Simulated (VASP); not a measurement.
Wanted: the native input for a VASP 6.6.1 run.

- Task: single point
- Functional: r2SCAN
- Potentials or basis: VASP PAW PBE potentials, release 64 (Pt)
- Cutoff: 520 eV
- k mesh: 8 × 8 × 19
- Occupations: gaussian, width 0.1 eV
- Spin: no spin polarisation
- Dipole correction: no
- Further INCAR settings: ALGO = Normal; EDIFF = 1e-06; NBANDS = 17

The system is Pt.

```
Pt
1.0
     4.17723    0.00000   -0.00124
     0.00000    4.17723    0.00000
    -2.08916    0.00000    1.78740
Pt
2
Cartesian
  0.0000 0.0000 0.0000
  2.0886 2.0886 -0.0006
```

These files were run (other wordings do the same):

POSCAR

```
Pt
1.0
    4.1772295240      0.0000000000     -0.0012359772
    0.0000000000      4.1772297069      0.0000000000
   -2.0891582260      0.0000000000      1.7873956847
Pt
2
Direct
    0.0000000000      0.0000000000      0.0000000000
    0.5000000000      0.5000000000      0.0000000000
```

INCAR.step1

```
SYSTEM = Pt
ALGO     = Normal         ! electronic algorithm
EDIFF    = 1E-4           ! SCF threshold, eV
ENCUT    = 520            ! plane-wave cutoff, eV
GGA      = PE             ! functional
ISMEAR   = 0              ! smearing method
LASPH    = .TRUE.         ! aspherical terms in the spheres
LCHARG   = .FALSE.        ! write CHGCAR
LREAL    = .FALSE.        ! projectors in reciprocal space
LWAVE    = .TRUE.         ! write WAVECAR
NBANDS   = 17             ! bands
NELM     = 100            ! most SCF steps
PREC     = Accurate       ! precision mode
SIGMA    = 0.1            ! smearing width, eV
```

INCAR.step2

```
SYSTEM = Pt
ALGO     = Normal         ! electronic algorithm
EDIFF    = 1E-6           ! SCF threshold, eV
ENCUT    = 520            ! plane-wave cutoff, eV
ISIF     = 2              ! what is computed and relaxed
ISMEAR   = 0              ! smearing method
ISTART   = 1            
LASPH    = .TRUE.         ! aspherical terms in the spheres
LCHARG   = .FALSE.        ! write CHGCAR
LMIXTAU  = .TRUE.       
LREAL    = .FALSE.        ! projectors in reciprocal space
LWAVE    = .FALSE.        ! write WAVECAR
METAGGA  = R2SCAN         ! meta-GGA
NBANDS   = 17             ! bands
NELM     = 100            ! most SCF steps
PREC     = Accurate       ! precision mode
SIGMA    = 0.1            ! smearing width, eV
```

KPOINTS

```
k-points
0
G
  8 8 19
  0 0 0
```

Potentials or basis: VASP PAW PBE potentials, release 64 (Pt).

Command:

```sh
$ cat potpaw_PBE.64/Pt/POTCAR > POTCAR
$ cp INCAR.step1 INCAR
$ mpirun -np 1 vasp_std > vasp.out
$ cp INCAR.step2 INCAR
$ mpirun -np 1 vasp_std > vasp.out
```

It gave:

The pressure is -2.8 GPa. The band gap on the k mesh is zero (band 10 reaches 11.18 eV, above the bottom of band 11 at 9.31 eV).

Caveat: the PAW data sets were made with another functional, which shifts forces and pressure a little; spin-orbit coupling is left out, which moves the levels of the heavy elements.

Run time: 7 min on 1 thread of Intel(R) Xeon(R) Platinum 8375C CPU @ 2.90GHz (Ice Lake), on a shared host, peak memory 0.3 GiB.
